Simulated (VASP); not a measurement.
The system is Ru3N2.

```
Ru N
1.0
     3.37565    0.00000    0.00000
    -1.68783    2.92340    0.00000
     0.00000    0.00000    5.25197
Ru N
3 2
Direct
  0.00000 0.00000 0.00000
  0.33333 0.66667 0.64500
  0.66667 0.33333 0.35500
  0.33333 0.66667 0.24500
  0.66667 0.33333 0.75500
```

- Program: VASP 6.6.1
- Task: relaxation of cell and atoms
- Functional: PBE
- Potentials or basis: VASP PAW PBE potentials, release 64 (Ru_pv, N)
- Cutoff: 600 eV
- k mesh: 6 × 6 × 4
- Occupations: gaussian, width 0.1 eV
- Spin: no spin polarisation

At the start: pressure 29.1 GPa; volume 10.37 Å³/atom.

**Question.** Where does the relaxation end?

**Answer.** Over 25 steps the energy falls by 314.4 meV/atom and the volume is 11.15 Å³/atom (+7.6 %); space group P-3m1 (No. 164, to 0.05 Å).

Step by step:
```tsv
step	energy change (eV)	largest force (eV/Å)	pressure (GPa)	volume (Å³)
1	0.0000	3.4657	29.09	51.83
2	0.3523	0.4626	-32.70	67.25
3	-0.7522	1.6536	-8.87	57.96
4	-0.7551	1.7388	-7.29	57.59
5	-1.0933	0.4991	1.20	56.37
6	-1.0935	0.5436	1.41	56.35
7	-1.1982	0.5996	0.73	56.76
8	-1.2670	0.8026	0.69	57.31
9	-1.3480	0.5337	-5.67	57.96
10	-1.3596	0.3893	-9.81	58.40
11	-1.3805	0.4674	-9.67	58.22
12	-1.4283	0.7649	-9.00	57.65
13	-1.4472	1.2369	-6.87	56.52
14	-1.4514	1.1281	-7.60	56.85
15	-1.4952	0.9375	-4.52	56.24
16	-1.5348	0.5212	2.02	55.08
17	-1.5353	0.4587	3.03	54.92
18	-1.5475	0.3417	2.45	55.08
19	-1.5684	0.0658	1.03	55.55
20	-1.5704	0.1061	0.50	55.74
21	-1.5704	0.1158	0.48	55.75
22	-1.5711	0.0610	-0.17	55.85
23	-1.5712	0.0293	-0.61	55.91
24	-1.5718	0.0247	-0.41	55.85
25	-1.5722	0.0281	-0.05	55.74
```

Final structure:
```
Ru N
1.0
     3.16959    0.00000    0.00000
    -1.58479    2.74494    0.00000
     0.00000    0.00000    6.40682
Ru N
3 2
Direct
  0.00000 0.00000 0.00000
  0.33333 0.66667 0.66790
  0.66667 0.33333 0.33210
  0.33333 0.66667 0.20057
  0.66667 0.33333 0.79943
```
